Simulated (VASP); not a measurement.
# LiF (rock salt type) (R3m) in VASP: further runs

The runs below take LiF (rock salt type) through single point, with HSE06.

Everything below comes from runs of VASP 6.6.1. Logs are shortened: lines on timing, memory, paths and dates and some standing lists are left out, and cuts for length are marked.

### 1 The cell of the first run

The structure is trigonal, space group R3m (No. 160). The conventional cell has a = 2.878 Å, b = 2.878 Å, c = 7.049 Å, α = 90.00°, β = 90.00°, γ = 120.00°. Li (site symmetry 3m) has 6 F at 2.00 to 2.07 Å within 2.7 Å. Within 2.7 Å of F (site symmetry 3m) lie 6 Li at 2.00 to 2.07 Å.

### 2 Single point, HSE06

POSCAR reads:

```
LiF
1.0
    0.0000000000      2.0350000000      2.0350000000
    2.0350000000      0.0000000000      2.0350000000
    2.0350000000      2.0350000000      0.0000000000
Li F
1 1
Direct
    0.0085113062      0.0085113062      0.0085113062
    0.5000000000      0.5000000000      0.5000000000
```

INCAR.step1 reads:

```
PREC = Accurate ; ENCUT = 520
EDIFF = 1E-5 ; ISMEAR = -1
SIGMA = 0.05 ; LREAL = F
LASPH = T ; NELM = 100
ALGO = Normal ; ISIF = 2
LWAVE = T ; LCHARG = F
NBANDS = 12 ; GGA = PE
```

INCAR.step2 reads:

```
PREC = Accurate ; ENCUT = 520
EDIFF = 1E-6 ; ISMEAR = -1
SIGMA = 0.05 ; LREAL = F
LASPH = T ; NELM = 100
ALGO = Normal ; ISIF = 2
LWAVE = F ; LCHARG = F
GGA = PE ; LHFCALC = T
HFSCREEN = 0.2079 ; PRECFOCK = Normal
NBANDS = 12 ; ISTART = 1
```

KPOINTS reads:

```
regular mesh
0
Gamma
  4 4 4
```

Potentials or basis: VASP PAW PBE potentials, release 64 (Li_sv, F).

Launch:

```bash
$ cat potpaw_PBE.64/Li_sv/POTCAR potpaw_PBE.64/F/POTCAR > POTCAR
$ cp INCAR.step1 INCAR
$ mpirun -np 1 vasp_std > vasp.out
$ cp INCAR.step2 INCAR
$ mpirun -np 1 vasp_std > vasp.out
```

OUTCAR:

```text
PREC = Accurate
   ENCUT = 520
   EDIFF = 1E-6
   ISMEAR = -1
   LREAL = F
   LASPH = T
   NELM = 100
   ISIF = 2
   GGA = PE
   LHFCALC = T
   HFSCREEN = 0.2079
   PRECFOCK = Normal
   ISTART = 1

 ion  position               nearest neighbor table
   1  0.009  0.009  0.009-   2 2.00   2 2.00   2 2.00   2 2.07   2 2.07   2 2.07
   2  0.500  0.500  0.500-   1 2.00   1 2.00   1 2.00   1 2.07   1 2.07   1 2.07

  LATTYP: Found a face centered cubic cell.
 ALAT       =     4.0700000000

  Lattice vectors:

 A1 = (   0.0000000000,   2.0350000000,   2.0350000000)
 A2 = (   2.0350000000,   0.0000000000,   2.0350000000)
 A3 = (   2.0350000000,   2.0350000000,   0.0000000000)

Analysis of symmetry for initial positions (statically):
=====================================================================
 Subroutine PRICEL returns:
 Original cell was already a primitive cell.

 Routine SETGRP: Setting up the symmetry group for a
 face centered cubic supercell.

 Subroutine GETGRP returns: Found  6 space group operations
 (whereof  6 operations were pure point group operations)
 out of a pool of 48 trial point group operations.

The static configuration has the point symmetry C_3v.

Analysis of symmetry for dynamics (positions and initial velocities):
=====================================================================
 Subroutine PRICEL returns:
 Original cell was already a primitive cell.

 Routine SETGRP: Setting up the symmetry group for a
 face centered cubic supercell.

 Subroutine GETGRP returns: Found  6 space group operations
 (whereof  6 operations were pure point group operations)
 out of a pool of 48 trial point group operations.

The dynamic configuration has the point symmetry C_3v.

 Subroutine INISYM returns: Found  6 space group operations
 (whereof  6 operations are pure point group operations),
 and found     1 'primitive' translations

----------------------------------------------------------------------------------------

                                     Primitive cell

  volume of cell :      16.8548

  direct lattice vectors                    reciprocal lattice vectors
     0.000000000  2.035000000  2.035000000    -0.245700246  0.245700246  0.245700246
     2.035000000  0.000000000  2.035000000     0.245700246 -0.245700246  0.245700246
     2.035000000  2.035000000  0.000000000     0.245700246  0.245700246 -0.245700246

  length of vectors
     2.877924599  2.877924599  2.877924599     0.425565309  0.425565309  0.425565309

  position of ions in fractional coordinates (direct lattice)
     0.008511306  0.008511306  0.008511306
     0.500000000  0.500000000  0.500000000

  ion indices of the primitive-cell ions
   primitive index   ion index
                 1           1
                 2           2

----------------------------------------------------------------------------------------

 KPOINTS: regular mesh

Automatic generation of k-mesh.
 Grid dimensions read from file:
 generate k-points for:    4    4    4

 Generating k-lattice:

  Cartesian coordinates                     Fractional coordinates (reciprocal lattice)
    -0.061425061  0.061425061  0.061425061     0.250000000  0.000000000  0.000000000
     0.061425061 -0.061425061  0.061425061     0.000000000  0.250000000  0.000000000
     0.061425061  0.061425061 -0.061425061     0.000000000  0.000000000  0.250000000

  Length of vectors
     0.106391327  0.106391327  0.106391327

  Shift w.r.t. Gamma in fractional coordinates (k-lattice)
     0.000000000  0.000000000  0.000000000

 Subroutine IBZKPT returns following result:
 ===========================================

 Found     13 irreducible k-points:

 Following reciprocal coordinates:
            Coordinates               Weight
  0.000000  0.000000  0.000000      1.000000
  0.250000  0.000000  0.000000      6.000000
  0.250000  0.250000  0.250000      2.000000
  0.500000  0.000000  0.000000      3.000000
  0.500000  0.500000  0.500000      1.000000
  0.250000  0.250000  0.000000      6.000000
  0.500000  0.250000  0.000000     12.000000
  0.250000  0.250000 -0.250000      6.000000
  0.500000  0.250000  0.500000      6.000000
 -0.250000  0.250000  0.000000      6.000000
  0.250000  0.250000  0.500000      6.000000
  0.500000  0.500000  0.000000      3.000000
 -0.250000  0.500000  0.250000      6.000000
   k-points           NKPTS =     13   k-points in BZ     NKDIM =     64   number of bands    NBANDS=     12
   number of dos      NEDOS =    301   number of ions     NIONS =      2
   total plane-waves  NPLWV =  13824
   dimension x,y,z NGX =    24 NGY =   24 NGZ =   24
   dimension x,y,z NGXF=    48 NGYF=   48 NGZF=   48
   ions per type =               1   1
   NGX,Y,Z   is equivalent  to a cutoff of  13.86, 13.86, 13.86 a.u.
   NGXF,Y,Z  is equivalent  to a cutoff of  27.73, 27.73, 27.73 a.u.
 SYSTEM =  unknown system
   PREC   = accura    normal or accurate (medium, high low for compatibility)
   ISTART =      1    job   : 0-new  1-cont  2-samecut
   ICHARG =      0    charge: 1-file 2-atom 10-const
   ISPIN  =      1    spin polarized calculation?
   LNONCOLLINEAR =      F non collinear calculations
   LSORBIT =      F    spin-orbit coupling
   LASPH  =      T    aspherical Exc in radial PAW
   ENCUT  =  520.0 eV  38.22 Ry    6.18 a.u.   5.35  5.35  5.35*2*pi/ulx,y,z
   NELM   =    100;   NELMIN=  2; NELMDL=  0     # of ELM steps
   EDIFF  = 0.1E-05   stopping-criterion for ELM
   LREAL  =      F    real-space projection
   EDIFFG = 0.1E-04   stopping-criterion for IOM
   NSW    =      0    number of steps for IOM
   IBRION =     -1    ionic relax: 0-MD 1-quasi-New 2-CG
   NFREE  =      0    steps in history (QN), initial steepest desc. (CG)
   ISIF   =      2    stress and relaxation
   ISYM   =      3    0-nonsym 1-usesym 2-fastsym
   POTIM  = 0.5000    time-step for ionic-motion
   TEBEG  =    0.0;   TEEND  =   0.0 temperature during run
   PSTRESS=    0.0 pullay stress
   NELECT =      10.0000    total number of electrons
   NUPDOWN=      -1.0000    fix difference up-down
   EMIN   =  10.00;   EMAX   =-10.00  energy-range for DOS
   EFERMI =   0.00;   METHOD = LEGACY
   ISMEAR =    -1;   SIGMA  =   0.05  broadening in eV -4-tet -1-fermi 0-gaus
   EFERMI_NEDOS =   21; number of points for ismear=-14 and -15
   IALGO  =     38    algorithm
   IMIX   =      1    mixing-type and parameters
     AMIX     =   0.40;   BMIX     =  1.00
     AMIX_MAG =   1.60;   BMIX_MAG =  1.00
  volume/ion in A,a.u.               =       8.43        56.87
  Fermi-wavevector in a.u.,A,eV,Ry     =   1.375626  2.599556 25.746948  1.892347
  Thomas-Fermi vector in A             =   2.500945
   LORBIT       =      0    0 simple, 1 ext, 2 COOP (PROOUT), +10 PAW based schemes
   GGA     = PE    functional components
   LHFCALC =     T    Hartree Fock is set to
   PRECFOCK=normal    Normal, Fast or Accurate (Low or Medium for compatibility)
   ENCUT4O =  -1.0   cutoff for four orbital integrals eV
   NKREDX  =     1    reduce k-point grid by
   NKREDY  =     1    reduce k-point grid by
   NKREDZ  =     1    reduce k-point grid by
   AEXX    =    0.2500 exact exchange contribution
   HFSCREEN=    0.2079 screening length (either q_TF or 0.3 A-1)
   HFSCREENC=   0.2079 screening length for correlation (either q_TF or 0.3 A-1)
   ENCUTFOCK=  -1.0 apply spherical cutoff to Coloumb kernel
   IVDW    =     0    specifies the selected vdW correction
   LEPSILON=     F    determine dielectric tensor
   LRPA    =     F    only Hartree local field effects (RPA)
 non-spin polarized calculation
  energy-cutoff  :      520.00
  volume of cell :       16.85
 maximum number of plane-waves:       465
 NGX is ok and might be reduce to    24
  NGX = 18; NGY = 18; NGZ = 18

 number of electron       9.9999992 magnetization

 Free energy of the ion-electron system (eV)
  ---------------------------------------------------
  ext. energy  EPLUGINS =         0.00000000
  ---------------------------------------------------
  free energy    TOTEN  =       -11.38007368 eV

  energy without entropy =      -11.38007368  energy(sigma->0) =      -11.38007368

 E-fermi :  -1.7171     XC(G=0):  -8.0455

 val. band max:       -2.9054433657   @ k =   0.0000   0.0000   0.0000
 cond. band min:       8.1852644178   @ k =   0.0000   0.0000   0.0000
 fundamental gap:     11.0907077835
 Fermi energy:        -1.7170925973

 k-point     1 :       0.0000    0.0000    0.0000
  band No.  band energies     occupation
      1     -45.9583      2.00000
      2     -24.3959      2.00000
      3      -2.9124      2.00000
      4      -2.9124      2.00000
      5      -2.9054      2.00000
      6       8.1853      0.00000
      7      22.9869      0.00000
      8      23.1674      0.00000
      9      23.1674      0.00000
     10      23.7075      0.00000
     11      23.7075      0.00000
     12      23.9142      0.00000

 k-point     2 :       0.2500    0.0000    0.0000
  band No.  band energies     occupation
      1     -45.9323      2.00000
      2     -24.1881      2.00000
      3      -4.2912      2.00000
      4      -3.0343      2.00000
      5      -3.0286      2.00000
      6       9.5124      0.00000
      7      17.2508      0.00000
      8      19.8821      0.00000
      9      19.8869      0.00000
     10      26.1587      0.00000
     11      26.7851      0.00000
     12      26.8578      0.00000

 k-point     3 :       0.2500    0.2500    0.2500
  band No.  band energies     occupation
      1     -45.9324      2.00000
      2     -24.1871      2.00000
      3      -4.2895      2.00000
      4      -3.0337      2.00000
      5      -3.0337      2.00000
      6       9.5168      0.00000
      7      17.2473      0.00000
      8      19.8686      0.00000
      9      19.8686      0.00000
     10      26.2336      0.00000
     11      26.8083      0.00000
     12      26.8083      0.00000
[... 121 lines left out ...]
 k-point    12 :       0.5000    0.5000    0.0000
  band No.  band energies     occupation
      1     -45.8917      2.00000
      2     -23.7174      2.00000
      3      -5.8903      2.00000
      4      -3.9168      2.00000
      5      -3.9096      2.00000
      6      14.1617      0.00000
      7      15.6663      0.00000
      8      16.6374      0.00000
      9      19.6544      0.00000
     10      19.7535      0.00000
     11      32.5990      0.00000
     12      37.6027      0.00000

 k-point    13 :      -0.2500    0.5000    0.2500
  band No.  band energies     occupation
      1     -45.8911      2.00000
      2     -23.7407      2.00000
      3      -4.9686      2.00000
      4      -4.9681      2.00000
      5      -3.7274      2.00000
      6      14.3690      0.00000
      7      14.3800      0.00000
      8      16.7097      0.00000
      9      18.6199      0.00000
     10      26.6820      0.00000
     11      26.6996      0.00000
     12      33.2666      0.00000

------------------------ aborting loop because EDIFF is reached ----------------------------------------

  FORCE on cell =-STRESS in cart. coord.  units (eV):
  Direction    XX          YY          ZZ          XY          YZ          ZX
  --------------------------------------------------------------------------------------
  -------------------------------------------------------------------------------------
  Total       -0.3156616     -0.3156616     -0.3156616     -0.0007227     -0.0007227     -0.0007227
  in kB      -30.0060646    -30.0060646    -30.0060646     -0.0686945     -0.0686945     -0.0686945
  external PRESSURE =     -30.0060646 kB  Pullay stress =       0.0000000 kB

 VOLUME and BASIS-vectors are now :
 -----------------------------------------------------------------------------
  energy-cutoff  :      520.00
  volume of cell :       16.85
      direct lattice vectors                 reciprocal lattice vectors
     0.000000000  2.035000000  2.035000000    -0.245700246  0.245700246  0.245700246
     2.035000000  0.000000000  2.035000000     0.245700246 -0.245700246  0.245700246
     2.035000000  2.035000000  0.000000000     0.245700246  0.245700246 -0.245700246

 POSITION                                       TOTAL-FORCE (eV/Angst)
 -----------------------------------------------------------------------------------
      0.03464      0.03464      0.03464        -0.043063     -0.043063     -0.043063
      2.03500      2.03500      2.03500         0.043063      0.043063      0.043063
 -----------------------------------------------------------------------------------
    total drift:                                0.000019      0.000018      0.000018

  FREE ENERGIE OF THE ION-ELECTRON SYSTEM (eV)
  ---------------------------------------------------
  free  energy   TOTEN  =       -11.3800736775 eV

  energy  without entropy=      -11.3800736775  energy(sigma->0) =      -11.38007368
```

Wall time 98 s (1 thread of Intel Xeon Platinum 8259CL at 2.50GHz (Skylake/Cascade Lake), shared host); peak memory 0.23 GiB.

Results:

```yaml
Free_energy: -11.3801 eV
Largest_force: 0.075 eV/Å
Band_gap_on_the_k_mesh: 11.09 eV, direct
```

Forces in eV/Å, atoms in the order of the input:
```
Li  -0.043 -0.043 -0.043
F    0.043  0.043  0.043
```

Levels at points of the mesh, in eV from the valence-band top:
| k point | band 2 | band 3 | band 4 | band 5 | band 6 | band 7 | band 8 | band 9 |
| --- | --- | --- | --- | --- | --- | --- | --- | --- |
| (0.00, 0.00, 0.00) | -21.49 | -0.01 | -0.01 | 0.00 | 11.09 | 25.89 | 26.07 | 26.07 |
| (0.50, 0.00, 0.00) | -21.06 | -2.56 | -0.24 | -0.24 | 12.93 | 18.96 | 21.14 | 21.17 |
| (0.50, 0.50, 0.50) | -21.06 | -2.56 | -0.24 | -0.24 | 12.93 | 18.99 | 21.12 | 21.12 |
| (0.50, 0.50, 0.00) | -20.81 | -2.98 | -1.01 | -1.00 | 17.07 | 18.57 | 19.54 | 22.56 |

Caveat: the k points lie up to 0.67 Å⁻¹ apart; the cutoff is under 1.25 times the usual one of these potentials, so pressure, stress and relaxed cells hold a basis-set (Pulay) error; the PAW data sets were made with another functional, which shifts forces and pressure a little.

[end of part 1 of 2]
